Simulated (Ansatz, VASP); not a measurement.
Two plane-wave programs on ZnSe

The input POSCAR:

```
ZnSe
1.0
    0.0000000000      2.8324246788      2.8324246788
    2.8324246788      0.0000000000      2.8324246788
    2.8324246788      2.8324246788      0.0000000000
Zn Se
1 1
Direct
    0.0000000000      0.0000000000      0.0000000000
    0.2500000000      0.2500000000      0.2500000000
```

INCAR.step1

```
SYSTEM = ZnSe
PREC = Accurate
ENCUT = 520
EDIFF = 1E-5
ISMEAR = 0
SIGMA = 0.01
LREAL = .False.
LASPH = .True.
NELM = 80
ALGO = Normal
ISIF = 2
LWAVE = .True.
LCHARG = .False.
GGA = PE
NBANDS = 16
```

INCAR.step2

```
SYSTEM = ZnSe
PREC = Accurate
ENCUT = 520
EDIFF = 1E-6
ISMEAR = 0
SIGMA = 0.01
LREAL = .False.
LASPH = .True.
NELM = 80
ALGO = Normal
ISIF = 2
LWAVE = .False.
LCHARG = .False.
GGA = PE
LHFCALC = .True.
AEXX = 0.75
HFSCREEN = 0.5
PRECFOCK = Normal
ISTART = 1
NBANDS = 16
```

KPOINTS

```
regular mesh
0
Gamma
  4 4 4
  0 0 0
```

Input for Ansatz:

```yaml
crystal:
  lattice:
    - [0.0, 2.8324246788, 2.8324246788]
    - [2.8324246788, 0.0, 2.8324246788]
    - [2.8324246788, 2.8324246788, 0.0]
  atoms:
    - { symbol: Zn, position: [0.0, 0.0, 0.0] }
    - { symbol: Se, position: [0.25, 0.25, 0.25] }
kpoints:
  mp_grid: { grid: [4, 4, 4] }
hamiltonian:
  xc: { exchange: pbe, correlation: pbe, exx: { coeff: 0.75, omega: 0.5 } }
scf:
  occupations: { method: fixed }
  n_extra_bands: 4
output:
  forces: true
  stress: true
  eigenvalues: true
```

Alike in both runs: task single point; functional PBE-based screened hybrid with a share of 0.75 of exact exchange and HFSCREEN = 0.5; k mesh 4 × 4 × 4; no spin polarisation.

|  | VASP | Ansatz |
| --- | --- | --- |
| version | VASP 6.6.1 | Ansatz 0.2.0 |
| potentials or method | VASP PAW PBE potentials, release 64 (Zn, Se) | plane waves |
| plane-wave cutoff (eV) | 520 | 420 |
| occupations | gaussian, width 0.01 eV | fixed |
| valence electrons in the cell | 18 | 28 |

Ansatz gave:

* gap on the k mesh at the Fermi level (eV): 3.34
* pressure (GPa): 1.7

**Question.** Estimate VASP's values.

**Answer.** gap on the k mesh at the Fermi level (eV): 3.32; pressure (GPa): 1.2.

VASP's potentials were made for PBE, not for PBE-based screened hybrid. VASP's potentials hold 18 valence electrons a cell and Ansatz's 28, so a difference there can come from the potentials and not from the codes. Ansatz's warnings: stress exchange threshold loose, stress scf threshold loose.

The k mesh is coarse, so the values compare programs but aren't converged.
